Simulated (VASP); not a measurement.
# Ti (P6_3/mmc) in VASP: notebook

Aim: see how the results for Ti move with the level of theory and the settings. Levels: PBE, r2SCAN. Tasks: single point, relaxation of cell and atoms.

All numbers are computed with VASP 6.6.1; they aren't measurements. Logs are shortened: lines on timing, memory, paths and dates and some standing lists are left out, and cuts for length are marked.

### Step 1. The cell of the first run

It takes space group P6_3/mmc (No. 194, hexagonal). Conventional cell: a = 2.941 Å, b = 2.941 Å, c = 4.628 Å, α = 90.00°, β = 90.00°, γ = 120.00°. Ti (site symmetry -6m2) has 12 Ti at 2.87 to 2.94 Å within 3.8 Å.

### Step 2. Single point, PBE

INCAR

```
SYSTEM = Ti
ALGO = Normal
EDIFF = 1E-7
ENCUT = 520
GGA = PE
ISIF = 2
ISMEAR = 0
LASPH = .True.
LCHARG = .False.
LREAL = .False.
LWAVE = .False.
NBANDS = 19
NELM = 60
PREC = Accurate
SIGMA = 0.05
```

KPOINTS

```
k-points
0
Gamma
  8 8 4
  0 0 0
```

POSCAR

```
Ti
1.0
    2.9413706937      0.0000000000      0.0000000000
   -1.4706853468      2.5473017427      0.0000000000
    0.0000000000      0.0000000000      4.6281601405
Ti
2
Direct
    0.3333333333      0.6666666667      0.7500000000
    0.6666666667      0.3333333333      0.2500000000
```

Potentials or basis: VASP PAW PBE potentials, release 64 (Ti_sv).

Command:

```sh
> cat potpaw_PBE.64/Ti_sv/POTCAR > POTCAR
> mpirun -np 1 vasp_std > vasp.out
```

OUTCAR:

```text
SYSTEM = Ti
   EDIFF = 1E-7
   ENCUT = 520
   GGA = PE
   ISIF = 2
   ISMEAR = 0
   LASPH = .True.
   LREAL = .False.
   NELM = 60
   PREC = Accurate

 ion  position               nearest neighbor table
   1  0.333  0.667  0.750-   2 2.87   2 2.87   2 2.87   2 2.87   2 2.87   2 2.87
   2  0.667  0.333  0.250-   1 2.87   1 2.87   1 2.87   1 2.87   1 2.87   1 2.87

  LATTYP: Found a hexagonal cell.
 ALAT       =     2.9413706937
 C/A-ratio  =     1.5734705423

  Lattice vectors:

 A1 = (   2.9413706937,   0.0000000000,   0.0000000000)
 A2 = (  -1.4706853468,   2.5473017427,   0.0000000000)
 A3 = (   0.0000000000,   0.0000000000,   4.6281601405)

Analysis of symmetry for initial positions (statically):
=====================================================================
 Subroutine PRICEL returns:
 Original cell was already a primitive cell.

 Routine SETGRP: Setting up the symmetry group for a
 hexagonal supercell.

 Subroutine GETGRP returns: Found 24 space group operations
 (whereof 12 operations were pure point group operations)
 out of a pool of 24 trial point group operations.

The static configuration has the point symmetry D_3d.
 The point group associated with its full space group is D_6h.

Analysis of symmetry for dynamics (positions and initial velocities):
=====================================================================
 Subroutine PRICEL returns:
 Original cell was already a primitive cell.

 Routine SETGRP: Setting up the symmetry group for a
 hexagonal supercell.

 Subroutine GETGRP returns: Found 24 space group operations
 (whereof 12 operations were pure point group operations)
 out of a pool of 24 trial point group operations.

The dynamic configuration has the point symmetry D_3d.
 The point group associated with its full space group is D_6h.

 Subroutine INISYM returns: Found 24 space group operations
 (whereof 12 operations are pure point group operations),
 and found     1 'primitive' translations

----------------------------------------------------------------------------------------

                                     Primitive cell

  volume of cell :      34.6768

  direct lattice vectors                    reciprocal lattice vectors
     2.941370694  0.000000000  0.000000000     0.339977549  0.196286130  0.000000000
    -1.470685347  2.547301743  0.000000000     0.000000000  0.392572259  0.000000000
     0.000000000  0.000000000  4.628160141     0.000000000  0.000000000  0.216068582

  length of vectors
     2.941370694  2.941370694  4.628160141     0.392572259  0.392572259  0.216068582

  position of ions in fractional coordinates (direct lattice)
     0.333333333  0.666666667  0.750000000
     0.666666667  0.333333333  0.250000000

  ion indices of the primitive-cell ions
   primitive index   ion index
                 1           1
                 2           2

----------------------------------------------------------------------------------------

 KPOINTS: k-points

Automatic generation of k-mesh.
 Grid dimensions read from file:
 generate k-points for:    8    8    4

 Generating k-lattice:

  Cartesian coordinates                     Fractional coordinates (reciprocal lattice)
     0.042497194  0.024535766  0.000000000     0.125000000  0.000000000  0.000000000
     0.000000000  0.049071532  0.000000000     0.000000000  0.125000000  0.000000000
     0.000000000  0.000000000  0.054017146     0.000000000  0.000000000  0.250000000

  Length of vectors
     0.049071532  0.049071532  0.054017146

  Shift w.r.t. Gamma in fractional coordinates (k-lattice)
     0.000000000  0.000000000  0.000000000

 Subroutine IBZKPT returns following result:
 ===========================================

 Found     30 irreducible k-points:

 Following reciprocal coordinates:
            Coordinates               Weight
  0.000000  0.000000  0.000000      1.000000
  0.125000  0.000000  0.000000      6.000000
  0.250000  0.000000  0.000000      6.000000
  0.375000  0.000000  0.000000      6.000000
  0.500000  0.000000  0.000000      3.000000
  0.125000  0.125000  0.000000      6.000000
[... 16 lines left out ...]
  0.250000  0.000000  0.500000      6.000000
  0.375000  0.000000  0.500000      6.000000
 [... further k-points ...]
   k-points           NKPTS =     30   k-points in BZ     NKDIM =     30   number of bands    NBANDS=     19
   number of dos      NEDOS =    301   number of ions     NIONS =      2
   total plane-waves  NPLWV =  20736
   dimension x,y,z NGX =    24 NGY =   24 NGZ =   36
   dimension x,y,z NGXF=    48 NGYF=   48 NGZF=   72
   ions per type =               2
   NGX,Y,Z   is equivalent  to a cutoff of  13.56, 13.56, 12.93 a.u.
   NGXF,Y,Z  is equivalent  to a cutoff of  27.13, 27.13, 25.86 a.u.
 SYSTEM =  Ti
   PREC   = accura    normal or accurate (medium, high low for compatibility)
   ISTART =      0    job   : 0-new  1-cont  2-samecut
   ICHARG =      2    charge: 1-file 2-atom 10-const
   ISPIN  =      1    spin polarized calculation?
   LNONCOLLINEAR =      F non collinear calculations
   LSORBIT =      F    spin-orbit coupling
   LASPH  =      T    aspherical Exc in radial PAW
   ENCUT  =  520.0 eV  38.22 Ry    6.18 a.u.   5.47  5.47  8.61*2*pi/ulx,y,z
   NELM   =     60;   NELMIN=  2; NELMDL= -5     # of ELM steps
   EDIFF  = 0.1E-06   stopping-criterion for ELM
   LREAL  =      F    real-space projection
   EDIFFG = 0.1E-05   stopping-criterion for IOM
   NSW    =      0    number of steps for IOM
   IBRION =     -1    ionic relax: 0-MD 1-quasi-New 2-CG
   NFREE  =      0    steps in history (QN), initial steepest desc. (CG)
   ISIF   =      2    stress and relaxation
   ISYM   =      2    0-nonsym 1-usesym 2-fastsym
   POTIM  = 0.5000    time-step for ionic-motion
   TEBEG  =    0.0;   TEEND  =   0.0 temperature during run
   PSTRESS=    0.0 pullay stress
   NELECT =      24.0000    total number of electrons
   NUPDOWN=      -1.0000    fix difference up-down
   EMIN   =  10.00;   EMAX   =-10.00  energy-range for DOS
   EFERMI =   0.00;   METHOD = LEGACY
   ISMEAR =     0;   SIGMA  =   0.05  broadening in eV -4-tet -1-fermi 0-gaus
   EFERMI_NEDOS =   21; number of points for ismear=-14 and -15
   IALGO  =     38    algorithm
   IMIX   =      4    mixing-type and parameters
     AMIX     =   0.40;   BMIX     =  1.00
     AMIX_MAG =   1.60;   BMIX_MAG =  1.00
  volume/ion in A,a.u.               =      17.34       117.01
  Fermi-wavevector in a.u.,A,eV,Ry     =   1.448102  2.736515 28.531398  2.096999
  Thomas-Fermi vector in A             =   2.565981
   LORBIT       =      0    0 simple, 1 ext, 2 COOP (PROOUT), +10 PAW based schemes
   GGA     = PE    functional components
   LHFCALC =     F    Hartree Fock is set to
   AEXX    =    0.0000 exact exchange contribution
   IVDW    =     0    specifies the selected vdW correction
   LEPSILON=     F    determine dielectric tensor
   LRPA    =     F    only Hartree local field effects (RPA)
 non-spin polarized calculation
 Gauss-broadening in eV      SIGMA  =   0.05
  energy-cutoff  :      520.00
  volume of cell :       34.68
 maximum number of plane-waves:       965
 NGX is ok and might be reduce to    24
   NGX = 11   NGY = 11   NGZ = 17

 number of electron      24.0000003 magnetization

 Free energy of the ion-electron system (eV)
  ---------------------------------------------------
  ext. energy  EPLUGINS =         0.00000000
  ---------------------------------------------------
  free energy    TOTEN  =       -15.69019971 eV

  energy without entropy =      -15.68878149  energy(sigma->0) =      -15.68949060

 E-fermi :   8.4089     XC(G=0): -11.5045

 val. band max:        8.3960225974   @ k =   0.3750   0.2500   0.2500
 cond. band min:       8.4692891931   @ k =   0.0000   0.0000   0.5000
 fundamental gap:      0.0732665957
 Fermi energy:         8.4088990214

 k-point     1 :       0.0000    0.0000    0.0000
  band No.  band energies     occupation
      1     -48.4982      2.00000
      2     -48.3571      2.00000
      3     -25.0907      2.00000
      4     -24.4482      2.00000
      5     -24.4482      2.00000
      6     -24.3691      2.00000
[... 11 lines left out ...]
     18       9.9547      0.00000
     19      11.5164      0.00000

 k-point     2 :       0.1250    0.0000    0.0000
  band No.  band energies     occupation
      1     -48.4832      2.00000
      2     -48.3517      2.00000
      3     -25.0567      2.00000
      4     -24.5152      2.00000
      5     -24.4706      2.00000
      6     -24.4128      2.00000
[... 11 lines left out ...]
     18       9.9035      0.00000
     19      11.6335      0.00000

 k-point     3 :       0.2500    0.0000    0.0000
  band No.  band energies     occupation
      1     -48.4453      2.00000
      2     -48.3403      2.00000
      3     -24.9656      2.00000
      4     -24.6791      2.00000
      5     -24.5735      2.00000
      6     -24.5219      2.00000
[... 11 lines left out ...]
     18      10.6089      0.00000
     19      11.8139      0.00000

 k-point     4 :       0.3750    0.0000    0.0000
  band No.  band energies     occupation
      1     -48.4024      2.00000
      2     -48.3337      2.00000
      3     -24.8496      2.00000
      4     -24.8450      2.00000
      5     -24.7258      2.00000
      6     -24.5706      2.00000
[... 407 lines left out ...]
     18      11.1346      0.00000
     19      11.2822      0.00000

 k-point    23 :       0.2500    0.0000    0.5000
  band No.  band energies     occupation
      1     -48.3930      2.00000
      2     -48.3930      2.00000
      3     -24.8184      2.00000
      4     -24.8184      2.00000
      5     -24.5076      2.00000
      6     -24.5076      2.00000
[... 11 lines left out ...]
     18      11.1688      0.00000
     19      11.5868      0.00000

 k-point    24 :       0.3750    0.0000    0.5000
  band No.  band energies     occupation
      1     -48.3681      2.00000
      2     -48.3681      2.00000
      3     -24.9299      2.00000
      4     -24.9299      2.00000
      5     -24.5289      2.00000
      6     -24.5289      2.00000
[... 11 lines left out ...]
     18      11.5382      0.00000
     19      11.9251      0.00000

 [... further k-points ...]

------------------------ aborting loop because EDIFF is reached ----------------------------------------

  FORCE on cell =-STRESS in cart. coord.  units (eV):
  Direction    XX          YY          ZZ          XY          YZ          ZX
  --------------------------------------------------------------------------------------
  -------------------------------------------------------------------------------------
  Total       -0.0336332     -0.0336332     -0.0556019     -0.0000000      0.0000000      0.0000000
  in kB       -1.5539595     -1.5539595     -2.5689874     -0.0000000      0.0000000      0.0000000
  external PRESSURE =      -1.8923021 kB  Pullay stress =       0.0000000 kB

 VOLUME and BASIS-vectors are now :
 -----------------------------------------------------------------------------
  energy-cutoff  :      520.00
  volume of cell :       34.68
      direct lattice vectors                 reciprocal lattice vectors
     2.941370694  0.000000000  0.000000000     0.339977549  0.196286130  0.000000000
    -1.470685347  2.547301743  0.000000000     0.000000000  0.392572259  0.000000000
     0.000000000  0.000000000  4.628160141     0.000000000  0.000000000  0.216068582

 POSITION                                       TOTAL-FORCE (eV/Angst)
 -----------------------------------------------------------------------------------
     -0.00000      1.69820      3.47112         0.000000     -0.000000      0.000000
      1.47069      0.84910      1.15704        -0.000000      0.000000      0.000000
 -----------------------------------------------------------------------------------
    total drift:                                0.000000     -0.000000      0.000000

  FREE ENERGIE OF THE ION-ELECTRON SYSTEM (eV)
  ---------------------------------------------------
  free  energy   TOTEN  =       -15.6901997057 eV

  energy  without entropy=      -15.6887814942  energy(sigma->0) =      -15.68949060
```

Run time: 22 s. Hardware: 1 thread of Intel Xeon Platinum 8375C at 2.90GHz (Ice Lake), shared host; peak memory 0.15 GiB.

Results:

```yaml
Free_energy: -15.6902 eV
Pressure: -0.2 GPa
Band_gap_on_the_k_mesh: zero (bands 12 and 13 overlap by 1.00 eV)
```

Stress tensor (GPa, compression positive):
```
-0.16  0.00  0.00
 0.00 -0.16  0.00
 0.00  0.00 -0.26
```

Levels at points of the mesh, in eV from the Fermi level:
```
           k point  band 8  band 9  band 10  band 11  band 12  band 13  band 14  band 15  band 16  band 17
(0.00, 0.00, 0.00)  -32.75   -6.27    -2.74     0.72     0.72     0.78     0.88     1.23     1.23     1.55
(0.50, 0.00, 0.00)  -32.82   -2.41    -2.22    -1.89    -0.70     0.40     0.61     1.15     3.27     3.51
(0.00, 0.00, 0.50)  -32.80   -4.39    -4.39     0.06     0.06     0.61     0.61     0.61     0.61     2.76
(0.50, 0.00, 0.50)  -32.91   -2.60    -2.60    -0.85    -0.85     1.27     1.27     1.67     1.67     3.42
```

### Step 3. Relaxation of cell and atoms, PBE

This run uses another cell than the first one, of 17.65 Å³/atom.

INCAR

```
SYSTEM = Ti
ALGO = Normal
EDIFF = 1E-6
EDIFFG = -0.03
ENCUT = 600
GGA = PE
IBRION = 2
ISIF = 3
ISMEAR = 0
LASPH = .True.
LCHARG = .False.
LREAL = .False.
LWAVE = .False.
NELM = 80
NSW = 80
PREC = Accurate
SIGMA = 0.05
```

KPOINTS is that of step 2.

POSCAR

```
Ti
1.0
    2.9500000000      0.0000000000      0.0000000000
   -1.4750000000      2.5547749412      0.0000000000
    0.0000000000      0.0000000000      4.6846000000
Ti
2
Direct
    0.3333333333      0.6666666667      0.7500000000
    0.6666666667      0.3333333333      0.2500000000
```

Potentials or basis: VASP PAW PBE potentials, release 64 (Ti_sv).

Command:

```sh
> cat potpaw_PBE.64/Ti_sv/POTCAR > POTCAR
> mpirun -np 1 vasp_std > vasp.out
```

Run time: 59 s. Hardware: 1 thread of Intel Xeon Platinum 8375C at 2.90GHz (Ice Lake), shared host; peak memory 0.17 GiB.

Results (log left out):

```yaml
Free_energy: -15.6899 eV
Relaxed_volume: 17.29 Å³/atom
Relaxed_cell: a = 2.937 Å, b = 2.937 Å, c = 4.630 Å, α = 90.00°, β = 90.00°, γ = 120.00°
Space_group_after_relaxing_to_0.1_Å: P6_3/mmc (No. 194)
Energy_gained_by_relaxing: 2.6 meV/atom
Ionic_steps: 5
Pressure_after_relaxing: 0.1 GPa
Band_gap_on_the_k_mesh: zero (bands 12 and 13 overlap by 1.00 eV)
```

Stress tensor (GPa, compression positive):
```
 0.25  0.00  0.00
 0.00  0.25  0.00
 0.00  0.00 -0.08
```

Step by step:
| step | energy change (eV) | largest force (eV/Å) | pressure (GPa) | volume (Å³) |
| --- | --- | --- | --- | --- |
| 1 | 0.0000 | 0.0000 | -2.09 | 35.31 |
| 2 | -0.0028 | 0.0000 | 1.60 | 34.14 |
| 3 | -0.0049 | 0.0000 | 0.06 | 34.60 |
| 4 | -0.0049 | 0.0000 | 0.11 | 34.58 |
| 5 | -0.0053 | 0.0000 | 0.14 | 34.58 |

Final structure:
```yaml
crystal:
  lattice:
    - [2.93685, 0.00000, 0.00000]
    - [-1.46843, 2.54339, 0.00000]
    - [0.00000, 0.00000, 4.63002]
  atoms:
    - { symbol: Ti, position: [0.33333, 0.66667, 0.75000] }
    - { symbol: Ti, position: [0.66667, 0.33333, 0.25000] }
```

Levels at points of the mesh, in eV from the Fermi level:
```
           k point  band 10  band 11  band 12  band 13  band 14  band 15
(0.00, 0.00, 0.00)    -2.75     0.72     0.72     0.77     0.87     1.23
(0.50, 0.00, 0.00)    -2.22    -1.90    -0.69     0.41     0.60     1.15
(0.00, 0.00, 0.50)    -4.40     0.05     0.05     0.62     0.62     0.62
(0.50, 0.00, 0.50)    -2.60    -0.86    -0.86     1.28     1.28     1.68
```

### Step 4. Single point, r2SCAN (17.27 Å³/atom)

This run uses another cell than the first one, of 17.27 Å³/atom.

POSCAR

```
Ti
1.0
    2.9324856688      0.0000000000      0.0000000000
   -1.4662428344      2.5396070855      0.0000000000
    0.0000000000      0.0000000000      4.6376230020
Ti
2
Direct
    0.3333333333      0.6666666667      0.7500000000
    0.6666666667      0.3333333333      0.2500000000
```

INCAR.step1

```
PREC = Accurate
ENCUT = 520
ISMEAR = 0
SIGMA = 0.05
LREAL = False
LASPH = True
NELM = 60
NBANDS = 19
GGA = PE
ALGO = Normal
EDIFF = 1E-4
LWAVE = True
LCHARG = False
```

INCAR.step2

```
PREC = Accurate
ENCUT = 520
EDIFF = 1E-6
ISMEAR = 0
SIGMA = 0.05
LREAL = False
LASPH = True
NELM = 60
ALGO = Normal
ISIF = 2
LWAVE = False
LCHARG = True
METAGGA = R2SCAN
LMIXTAU = True
LELF = True
LVHAR = True
NBANDS = 19
ISTART = 1
```

KPOINTS

```
regular mesh
0
Gamma
  16 16 10
```

Command:

```sh
> cat potpaw_PBE.64/Ti_sv/POTCAR > POTCAR
> cp INCAR.step1 INCAR
> mpirun -np 1 vasp_std > vasp.out
> cp INCAR.step2 INCAR
> mpirun -np 1 vasp_std > vasp.out
```

Wall time 4.6 min (1 thread of Intel Xeon Platinum 8375C at 2.90GHz (Ice Lake), shared host); peak memory 0.23 GiB.

It converged, with:

```
Free energy            : -25.9018 eV
Pressure               : 0.7 GPa
Band gap on the k mesh : zero (bands 12 and 13 overlap by 1.22 eV)
```

Levels at points of the mesh, in eV from the Fermi level:
| k point | band 10 | band 11 | band 12 | band 13 | band 14 | band 15 |
| --- | --- | --- | --- | --- | --- | --- |
| (0.00, 0.00, 0.00) | -2.88 | 0.59 | 0.86 | 0.86 | 0.98 | 1.40 |
| (0.50, 0.00, 0.00) | -2.30 | -1.96 | -0.84 | 0.61 | 0.70 | 1.28 |
| (0.00, 0.00, 0.50) | -4.68 | 0.07 | 0.07 | 0.78 | 0.78 | 0.78 |
| (0.50, 0.00, 0.50) | -2.70 | -0.88 | -0.88 | 1.26 | 1.26 | 1.91 |

Caveat: the PAW data sets were made with another functional, which shifts forces and pressure a little.

### Step 5. Overview

```tsv
task	level	cell	k mesh	cutoff (eV)	gap on the mesh (eV)	pressure (GPa)
single point	PBE	a = 2.941, b = 2.941, c = 4.628 Å, angles 90.0, 90.0, 120.0°, 2 atoms	8 × 8 × 4	520	none	-0.2
relaxation of cell and atoms	PBE	relaxed from a = 2.950, b = 2.950, c = 4.685 Å, angles 90.0, 90.0, 120.0°, 2 atoms	8 × 8 × 4	600	none	0.1
single point	r2SCAN	a = 2.932, b = 2.932, c = 4.638 Å, angles 90.0, 90.0, 120.0°, 2 atoms	16 × 16 × 10	520	none	0.7
```

Alike in all rows: potentials or basis VASP PAW PBE potentials, release 64 (Ti_sv); no spin polarisation; smearing gaussian 0.05 eV.

Caveats: the PAW data sets were made with another functional, which shifts forces and pressure a little (at least some runs).

Total energies depend on the potentials used, so only differences within one code and one set of settings carry meaning.

The gap in the log of VASP goes by the Fermi energy; the results here count the filled bands.